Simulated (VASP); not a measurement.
# NaF in VASP: notebook

Aim: see how the results for NaF move with the level of theory and the settings. Levels: PBE, LDA. Tasks: single point.

All numbers are computed with VASP 6.6.1; they aren't measurements. Logs are shortened: lines on timing, memory, paths and dates and some standing lists are left out, and cuts for length are marked.

## 1. The cell of the first run

The structure is cubic, space group Fm-3m (No. 225). The conventional cell has a = 4.640 Å, b = 4.640 Å, c = 4.640 Å, α = 90.00°, β = 90.00°, γ = 90.00°. Within 3.1 Å of Na (site symmetry m-3m) lie 6 F at 2.32 Å. F (site symmetry m-3m) has 6 Na at 2.32 Å within 3.1 Å.

## 2. Single point, PBE

The input, INCAR:

```
SYSTEM = NaF
PREC = Accurate
ENCUT = 520
EDIFF = 1E-6
ISMEAR = 0
SIGMA = 0.05
LREAL = .False.
LASPH = .True.
NELM = 60
ALGO = Normal
ISIF = 2
LWAVE = .False.
LCHARG = .True.
GGA = PE
LELF = .True.
LVHAR = .True.
NBANDS = 14
```

The input, KPOINTS:

```
Automatic mesh
0
Gamma
  8 8 8
  0 0 0
```

The input, POSCAR:

```
NaF
1.0
    0.0000000000      2.3200000000      2.3200000000
    2.3200000000      0.0000000000      2.3200000000
    2.3200000000      2.3200000000      0.0000000000
Na F
1 1
Direct
    0.0000000000      0.0000000000      0.0000000000
    0.5000000000      0.5000000000      0.5000000000
```

Potentials or basis: VASP PAW PBE potentials, release 64 (Na_pv, F).

Started as:

```sh
$ cat potpaw_PBE.64/Na_pv/POTCAR potpaw_PBE.64/F/POTCAR > POTCAR
$ mpirun -np 1 vasp_std > vasp.out
```

OUTCAR:

```text
SYSTEM = NaF
   PREC = Accurate
   ENCUT = 520
   EDIFF = 1E-6
   ISMEAR = 0
   LREAL = .False.
   LASPH = .True.
   NELM = 60
   ISIF = 2
   GGA = PE

 ion  position               nearest neighbor table
   1  0.000  0.000  0.000-   2 2.32   2 2.32   2 2.32   2 2.32   2 2.32   2 2.32
   2  0.500  0.500  0.500-   1 2.32   1 2.32   1 2.32   1 2.32   1 2.32   1 2.32

  LATTYP: Found a face centered cubic cell.
 ALAT       =     4.6400000000

  Lattice vectors:

 A1 = (   0.0000000000,   2.3200000000,   2.3200000000)
 A2 = (   2.3200000000,   0.0000000000,   2.3200000000)
 A3 = (   2.3200000000,   2.3200000000,   0.0000000000)

Analysis of symmetry for initial positions (statically):
=====================================================================
 Subroutine PRICEL returns:
 Original cell was already a primitive cell.

 Routine SETGRP: Setting up the symmetry group for a
 face centered cubic supercell.

 Subroutine GETGRP returns: Found 48 space group operations
 (whereof 48 operations were pure point group operations)
 out of a pool of 48 trial point group operations.

The static configuration has the point symmetry O_h .

Analysis of symmetry for dynamics (positions and initial velocities):
=====================================================================
 Subroutine PRICEL returns:
 Original cell was already a primitive cell.

 Routine SETGRP: Setting up the symmetry group for a
 face centered cubic supercell.

 Subroutine GETGRP returns: Found 48 space group operations
 (whereof 48 operations were pure point group operations)
 out of a pool of 48 trial point group operations.

The dynamic configuration has the point symmetry O_h .

 Subroutine INISYM returns: Found 48 space group operations
 (whereof 48 operations are pure point group operations),
 and found     1 'primitive' translations

----------------------------------------------------------------------------------------

                                     Primitive cell

  volume of cell :      24.9743

  direct lattice vectors                    reciprocal lattice vectors
     0.000000000  2.320000000  2.320000000    -0.215517241  0.215517241  0.215517241
     2.320000000  0.000000000  2.320000000     0.215517241 -0.215517241  0.215517241
     2.320000000  2.320000000  0.000000000     0.215517241  0.215517241 -0.215517241

  length of vectors
     3.280975465  3.280975465  3.280975465     0.373286812  0.373286812  0.373286812

  position of ions in fractional coordinates (direct lattice)
     0.000000000  0.000000000  0.000000000
     0.500000000  0.500000000  0.500000000

  ion indices of the primitive-cell ions
   primitive index   ion index
                 1           1
                 2           2

----------------------------------------------------------------------------------------

 KPOINTS: Automatic mesh

Automatic generation of k-mesh.
 Grid dimensions read from file:
 generate k-points for:    8    8    8

 Generating k-lattice:

  Cartesian coordinates                     Fractional coordinates (reciprocal lattice)
    -0.026939655  0.026939655  0.026939655     0.125000000  0.000000000  0.000000000
     0.026939655 -0.026939655  0.026939655     0.000000000  0.125000000  0.000000000
     0.026939655  0.026939655 -0.026939655     0.000000000  0.000000000  0.125000000

  Length of vectors
     0.046660851  0.046660851  0.046660851

  Shift w.r.t. Gamma in fractional coordinates (k-lattice)
     0.000000000  0.000000000  0.000000000

 Subroutine IBZKPT returns following result:
 ===========================================

 Found     29 irreducible k-points:

 Following reciprocal coordinates:
            Coordinates               Weight
  0.000000  0.000000  0.000000      1.000000
  0.125000  0.000000  0.000000      8.000000
  0.250000  0.000000  0.000000      8.000000
  0.375000  0.000000  0.000000      8.000000
  0.500000  0.000000  0.000000      4.000000
  0.125000  0.125000  0.000000      6.000000
[... 16 lines left out ...]
  0.500000  0.250000  0.125000     48.000000
 -0.375000  0.250000  0.125000     24.000000
 [... further k-points ...]
   k-points           NKPTS =     29   k-points in BZ     NKDIM =     29   number of bands    NBANDS=     14
   number of dos      NEDOS =    301   number of ions     NIONS =      2
   total plane-waves  NPLWV =  13824
   dimension x,y,z NGX =    24 NGY =   24 NGZ =   24
   dimension x,y,z NGXF=    48 NGYF=   48 NGZF=   48
   ions per type =               1   1
   NGX,Y,Z   is equivalent  to a cutoff of  12.16, 12.16, 12.16 a.u.
   NGXF,Y,Z  is equivalent  to a cutoff of  24.32, 24.32, 24.32 a.u.
 SYSTEM =  NaF
   PREC   = accura    normal or accurate (medium, high low for compatibility)
   ISTART =      0    job   : 0-new  1-cont  2-samecut
   ICHARG =      2    charge: 1-file 2-atom 10-const
   ISPIN  =      1    spin polarized calculation?
   LNONCOLLINEAR =      F non collinear calculations
   LSORBIT =      F    spin-orbit coupling
   LASPH  =      T    aspherical Exc in radial PAW
   ENCUT  =  520.0 eV  38.22 Ry    6.18 a.u.   6.10  6.10  6.10*2*pi/ulx,y,z
   NELM   =     60;   NELMIN=  2; NELMDL= -5     # of ELM steps
   EDIFF  = 0.1E-05   stopping-criterion for ELM
   LREAL  =      F    real-space projection
   EDIFFG = 0.1E-04   stopping-criterion for IOM
   NSW    =      0    number of steps for IOM
   IBRION =     -1    ionic relax: 0-MD 1-quasi-New 2-CG
   NFREE  =      0    steps in history (QN), initial steepest desc. (CG)
   ISIF   =      2    stress and relaxation
   ISYM   =      2    0-nonsym 1-usesym 2-fastsym
   POTIM  = 0.5000    time-step for ionic-motion
   TEBEG  =    0.0;   TEEND  =   0.0 temperature during run
   PSTRESS=    0.0 pullay stress
   NELECT =      14.0000    total number of electrons
   NUPDOWN=      -1.0000    fix difference up-down
   EMIN   =  10.00;   EMAX   =-10.00  energy-range for DOS
   EFERMI =   0.00;   METHOD = LEGACY
   ISMEAR =     0;   SIGMA  =   0.05  broadening in eV -4-tet -1-fermi 0-gaus
   EFERMI_NEDOS =   21; number of points for ismear=-14 and -15
   IALGO  =     38    algorithm
   IMIX   =      4    mixing-type and parameters
     AMIX     =   0.40;   BMIX     =  1.00
     AMIX_MAG =   1.60;   BMIX_MAG =  1.00
  volume/ion in A,a.u.               =      12.49        84.27
  Fermi-wavevector in a.u.,A,eV,Ry     =   1.349852  2.550851 24.791186  1.822101
  Thomas-Fermi vector in A             =   2.477405
   LORBIT       =      0    0 simple, 1 ext, 2 COOP (PROOUT), +10 PAW based schemes
   GGA     = PE    functional components
   LHFCALC =     F    Hartree Fock is set to
   AEXX    =    0.0000 exact exchange contribution
   IVDW    =     0    specifies the selected vdW correction
   LEPSILON=     F    determine dielectric tensor
   LRPA    =     F    only Hartree local field effects (RPA)
 non-spin polarized calculation
 Gauss-broadening in eV      SIGMA  =   0.05
  energy-cutoff  :      520.00
  volume of cell :       24.97
 maximum number of plane-waves:       692
   NGX = 13   NGY = 13   NGZ = 13

 number of electron      13.9999982 magnetization

 Free energy of the ion-electron system (eV)
  ---------------------------------------------------
  ext. energy  EPLUGINS =         0.00000000
  ---------------------------------------------------
  free energy    TOTEN  =        -8.56284712 eV

  energy without entropy =       -8.56284712  energy(sigma->0) =       -8.56284712

 E-fermi :  -1.7487     XC(G=0):  -9.1368

 val. band max:       -2.1011775661   @ k =   0.0000   0.0000   0.0000
 cond. band min:       4.1769792097   @ k =   0.0000   0.0000   0.0000
 fundamental gap:      6.2781567758
 Fermi energy:        -1.7486804077

 k-point     1 :       0.0000    0.0000    0.0000
  band No.  band energies     occupation
      1     -21.2674      2.00000
      2     -21.0595      2.00000
      3     -21.0595      2.00000
      4     -21.0595      2.00000
      5      -2.1012      2.00000
      6      -2.1012      2.00000
      7      -2.1012      2.00000
      8       4.1770      0.00000
      9      16.8472      0.00000
     10      16.8472      0.00000
     11      16.8472      0.00000
     12      19.7009      0.00000
     13      21.8741      0.00000
     14      21.8741      0.00000

 k-point     2 :       0.1250    0.0000    0.0000
  band No.  band energies     occupation
      1     -21.4752      2.00000
      2     -21.0613      2.00000
      3     -21.0613      2.00000
      4     -20.8325      2.00000
      5      -2.3950      2.00000
      6      -2.1389      2.00000
      7      -2.1389      2.00000
      8       4.7218      0.00000
      9      15.1167      0.00000
     10      17.0837      0.00000
     11      17.0838      0.00000
     12      21.2938      0.00000
     13      21.2938      0.00000
     14      21.5774      0.00000

 k-point     3 :       0.2500    0.0000    0.0000
  band No.  band energies     occupation
      1     -21.7023      2.00000
      2     -21.0655      2.00000
      3     -21.0655      2.00000
      4     -20.5564      2.00000
      5      -2.9927      2.00000
      6      -2.2289      2.00000
      7      -2.2289      2.00000
      8       6.0384      0.00000
      9      13.0259      0.00000
     10      17.6033      0.00000
     11      17.6033      0.00000
     12      20.6291      0.00000
     13      20.6291      0.00000
     14      22.1948      0.00000

 k-point     4 :       0.3750    0.0000    0.0000
  band No.  band energies     occupation
      1     -21.8502      2.00000
      2     -21.0698      2.00000
      3     -21.0698      2.00000
      4     -20.3588      2.00000
      5      -3.4927      2.00000
      6      -2.3172      2.00000
      7      -2.3172      2.00000
      8       7.6077      0.00000
      9      11.3416      0.00000
     10      17.9240      0.00000
     11      17.9240      0.00000
     12      20.5972      0.00000
     13      20.5972      0.00000
     14      21.7451      0.00000

 k-point     5 :       0.5000    0.0000    0.0000
  band No.  band energies     occupation
      1     -21.9010      2.00000
      2     -21.0715      2.00000
      3     -21.0715      2.00000
      4     -20.2868      2.00000
      5      -3.6806      2.00000
      6      -2.3533      2.00000
      7      -2.3533      2.00000
      8       8.6559      0.00000
      9      10.3332      0.00000
     10      17.9660      0.00000
     11      17.9661      0.00000
[... 276 lines left out ...]
 k-point    22 :       0.3750    0.2500    0.1250
  band No.  band energies     occupation
      1     -21.6847      2.00000
      2     -21.0954      2.00000
      3     -21.0736      2.00000
      4     -20.5347      2.00000
      5      -3.1283      2.00000
      6      -2.4194      2.00000
      7      -2.3119      2.00000
      8       7.0575      0.00000
      9      12.4614      0.00000
     10      16.1673      0.00000
     11      17.8110      0.00000
     12      18.2984      0.00000
     13      22.1522      0.00000
     14      25.0418      0.00000

 k-point    23 :       0.5000    0.2500    0.1250
  band No.  band energies     occupation
      1     -21.7265      2.00000
      2     -21.1100      2.00000
      3     -21.0830      2.00000
      4     -20.4547      2.00000
      5      -3.3301      2.00000
      6      -2.5979      2.00000
      7      -2.3975      2.00000
      8       8.5299      0.00000
      9      11.4646      0.00000
     10      15.2694      0.00000
     11      17.1286      0.00000
     12      19.4309      0.00000
     13      21.4800      0.00000
     14      25.5696      0.00000

 k-point    24 :      -0.3750    0.2500    0.1250
  band No.  band energies     occupation
      1     -21.7418      2.00000
      2     -21.1131      2.00000
      3     -21.0900      2.00000
      4     -20.4237      2.00000
      5      -3.4016      2.00000
      6      -2.6745      2.00000
      7      -2.4356      2.00000
      8       9.6600      0.00000
      9      10.5831      0.00000
     10      14.9791      0.00000
     11      16.8247      0.00000
     12      20.0146      0.00000
     13      21.0746      0.00000
     14      25.8272      0.00000

 [... further k-points ...]
[... 5 lines left out ...]
  --------------------------------------------------------------------------------------
  -------------------------------------------------------------------------------------
  Total        0.2793862      0.2793862      0.2793862      0.0000000      0.0000000      0.0000000
  in kB       17.9234484     17.9234484     17.9234484      0.0000000      0.0000000      0.0000000
  external PRESSURE =      17.9234484 kB  Pullay stress =       0.0000000 kB

 VOLUME and BASIS-vectors are now :
 -----------------------------------------------------------------------------
  energy-cutoff  :      520.00
  volume of cell :       24.97
      direct lattice vectors                 reciprocal lattice vectors
     0.000000000  2.320000000  2.320000000    -0.215517241  0.215517241  0.215517241
     2.320000000  0.000000000  2.320000000     0.215517241 -0.215517241  0.215517241
     2.320000000  2.320000000  0.000000000     0.215517241  0.215517241 -0.215517241

 POSITION                                       TOTAL-FORCE (eV/Angst)
 -----------------------------------------------------------------------------------
      0.00000      0.00000      0.00000        -0.000000     -0.000000     -0.000000
      2.32000      2.32000      2.32000         0.000000      0.000000      0.000000
 -----------------------------------------------------------------------------------
    total drift:                                0.000000     -0.000000      0.000000

  FREE ENERGIE OF THE ION-ELECTRON SYSTEM (eV)
  ---------------------------------------------------
  free  energy   TOTEN  =        -8.5628471239 eV

  energy  without entropy=       -8.5628471239  energy(sigma->0) =       -8.56284712
```

Wall time 5.4 s (1 thread of Intel Xeon Platinum 8488C (Sapphire Rapids), shared host); peak memory 0.13 GiB.

Results:

```yaml
Free_energy: -8.5628 eV
Pressure: 1.8 GPa
Band_gap_on_the_k_mesh: 6.28 eV
```

(Continued in part 2 of 2.)
